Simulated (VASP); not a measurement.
Input of a VASP 6.6.1 run:

The input INCAR:

```
PREC     = Accurate       # precision mode
ENCUT    = 520            # plane-wave cutoff, eV
EDIFF    = 1E-6           # SCF threshold, eV
ISMEAR   = 0              # smearing method
SIGMA    = 0.1            # smearing width, eV
LREAL    = False          # projectors in reciprocal space
LASPH    = True           # aspherical terms in the spheres
NELM     = 100            # most SCF steps
ALGO     = Normal         # electronic algorithm
ISIF     = 2              # what is computed and relaxed
LWAVE    = False          # write WAVECAR
LCHARG   = True           # write CHGCAR
GGA      = PE             # functional
LELF     = True           # ELF
LVHAR    = True         
NBANDS   = 36             # bands
```

KPOINTS

```
regular mesh
0
Gamma
  6 6 8
```

File POSCAR:

```
RuAuCl4
1.0
    4.0453130042     -5.2126531955      0.0000000000
    4.0453130042      5.2126531955      0.0000000000
    0.0000000000      0.0000000000      3.6960648283
Ru Au Cl
1 1 4
Direct
    0.5000000000      0.5000000000      0.5000000000
    0.0000000000      0.0000000000      0.0000000000
    0.2086477217      0.2086477217      0.5000000000
    0.7913522783      0.7913522783      0.5000000000
    0.6479889763      0.3520110237      0.0000000000
    0.3520110237      0.6479889763      0.0000000000
```

Potentials or basis: VASP PAW PBE potentials, release 64 (Ru_pv, Au, Cl).

Launch:

```console
$ cat potpaw_PBE.64/Ru_pv/POTCAR potpaw_PBE.64/Au/POTCAR potpaw_PBE.64/Cl/POTCAR > POTCAR
$ mpirun -np 1 vasp_std > vasp.out
```

**Question.** What does it give for the pressure?

**Answer.** -0.1 GPa.

**Question.** Estimate the band gap on the k mesh.

**Answer.** Zero (an odd number of electrons rules out a gap without spin polarisation).

Forces in eV/Å, atoms in the order of the input:
```
Ru   0.000  0.000  0.000
Au   0.000  0.000  0.000
Cl   0.003  0.000  0.000
Cl  -0.003  0.000  0.000
Cl   0.000  0.009  0.000
Cl   0.000 -0.009  0.000
```

Caveat: spin-orbit coupling is left out, which moves the levels of the heavy elements; an odd number of electrons without spin polarisation forces a metal; a magnetic or distorted state may lie lower.
